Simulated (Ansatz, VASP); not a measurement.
**One calculation of NaH, two programs**

Contents of INCAR:

```
ALGO = Normal
EDIFF = 1E-6
ENCUT = 520
GGA = PS
ISIF = 2
ISMEAR = 0
LASPH = T
LCHARG = T
LELF = T
LREAL = F
LVHAR = T
LWAVE = F
NBANDS = 11
NELM = 60
PREC = Accurate
SIGMA = 0.01
```

Contents of KPOINTS:

```
k-points
0
Gamma
  8 8 8
```

File POSCAR:

```
NaH
1.0
    0.0000000000      2.3956768562      2.3836984719
    2.3956768562      0.0000000000      2.3836984719
    2.3956768562      2.3956768562      0.0000000000
Na H
1 1
Direct
    0.0000000000      0.0000000000      0.0000000000
    0.5000000000      0.5000000000      0.5000000000
```

Input for Ansatz:

```yaml
crystal:
  lattice:
    - [0.0, 2.39567685621, 2.38369847193]
    - [2.39567685621, 0.0, 2.38369847193]
    - [2.39567685621, 2.39567685621, 0.0]
  atoms:
    - { symbol: Na, position: [0.0, 0.0, 0.0] }
    - { symbol: H, position: [0.5, 0.5, 0.5] }
kpoints:
  mp_grid: { grid: [8, 8, 8] }
scf:
  occupations: { method: fixed }
  convergence: { dr2_threshold: 1.0e-10 }
hamiltonian:
  xc: pbesol
  pseudopotentials: { kind: all_electron, lapw: { basis_error: 0.0005 } }
output:
  forces: true
  stress: true
  eigenstates:
    kpoints:
      - [0.0, 0.0, 0.0]
      - [0.0, -0.5, 0.0]
      - [-0.5, 0.0, 0.0]
      - [0.0, 0.0, -0.5]
      - [-0.5, -0.5, -0.5]
      - [-0.25, -0.5, -0.75]
      - [-0.5, -0.25, -0.75]
      - [-0.25, -0.75, -0.5]
      - [-0.5, 0.0, -0.5]
      - [0.0, -0.5, -0.5]
      - [-0.5, -0.5, 0.0]
  eigenvalues: true
```

Change from the starting cell: z stretched by -0.5 %, x and y held.

Alike in both runs: task single point; functional PBEsol; k mesh 8 × 8 × 8; no spin polarisation.

|  | VASP | Ansatz |
| --- | --- | --- |
| version | VASP 6.6.1 | Ansatz 0.2.0 |
| potentials or method | VASP PAW PBE potentials, release 64 (Na_pv, H), cutoff 520 eV | all-electron LAPW, scalar-relativistic |
| occupations | gaussian, width 0.01 eV | fixed |

|  | VASP | Ansatz | Ansatz less VASP |
| --- | --- | --- | --- |
| gap on the k mesh at the Fermi level (eV) | 3.61 | 3.61 | +0.002 |
| pressure (GPa) | 0.1 | 0.1 | +0.02 |
| traceless stress, the component that is largest in VASP (GPa) | 0.12 | 0.12 | -0.001 |

VASP's potentials were made for PBE, not for PBEsol. Ansatz ran all-electron here, and VASP with PAW potentials.
